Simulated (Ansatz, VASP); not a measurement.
One calculation of Cu2Re, two programs

File INCAR:

```
SYSTEM = Cu2Re
  PREC = Accurate
  ENCUT = 600
  EDIFF = 1E-6
  ISMEAR = 0
  SIGMA = 0.1
  LREAL = .False.
  LASPH = .True.
  NELM = 100
  ALGO = Fast
  ISIF = 3
  LWAVE = .False.
  LCHARG = .False.
  GGA = PE
  IBRION = 2
  NSW = 90
  EDIFFG = -0.04
```

The input KPOINTS:

```
Automatic mesh
0
Gamma
  6 6 6
  0 0 0
```

Contents of POSCAR:

```
Cu2Re
1.0
    0.0000000000      2.6933163454      2.6933163454
    2.6933163454      0.0000000000      2.6933163454
    2.6933163454      2.6933163454      0.0000000000
Cu Re
2 1
Direct
    0.2500000000      0.2500000000      0.2500000000
    0.7500000000      0.7500000000      0.7500000000
    0.0000000000      0.0000000000      0.0000000000
```

Input for Ansatz:

```yaml
crystal:
  lattice:
    - [0.0, 2.6933163454, 2.6933163454]
    - [2.6933163454, 0.0, 2.6933163454]
    - [2.6933163454, 2.6933163454, 0.0]
  atoms:
    - { symbol: Cu, position: [0.25, 0.25, 0.25] }
    - { symbol: Cu, position: [0.75, 0.75, 0.75] }
    - { symbol: Re, position: [0.0, 0.0, 0.0] }
basis:
  ecutwfc: 420
kpoints:
  mp_grid: { grid: [6, 6, 6] }
hamiltonian:
  xc: pbe
scf:
  occupations: { method: gaussian, width: 0.1 }
  lower_state_search: "off"
output:
  forces: true
  stress: true
  eigenvalues: true
relax:
  adjacent_minimum: "off"
  f_tol: 0.04
  max_steps: 70
  cell: { stress_tol: 0.4 }
```

Alike in both runs: task relaxation of cell and atoms; functional PBE; k mesh 6 × 6 × 6; occupations gaussian, width 0.1 eV; no spin polarisation.

|  | VASP | Ansatz |
| --- | --- | --- |
| version | VASP 6.6.1 | Ansatz 0.2.0 |
| potentials or method | VASP PAW PBE potentials, release 64 (Cu, Re), cutoff 600 eV | scalar-relativistic, plane waves, PAW |
| valence electrons in the cell | 29 | 53 |

|  | VASP | Ansatz | Ansatz less VASP |
| --- | --- | --- | --- |
| gap on the k mesh at the Fermi level, each at its own relaxed structure (eV) | none | none | - |
| relaxed volume (Å³/atom) | 15.85 | 15.82 | -0.026 |
| relaxed cell length with the largest relative difference (Å) | 4.067 | 4.064 | -0.0023 |

A gap of «none» marks a metal or a gap that the smearing closes. VASP's potentials hold 29 valence electrons a cell and Ansatz's 53, so a difference there can come from the potentials and not from the codes.

Spin-orbit coupling is off throughout. Noted on VASP's run: the volume moved by over 15 % at a fixed basis, so the end points are rough.
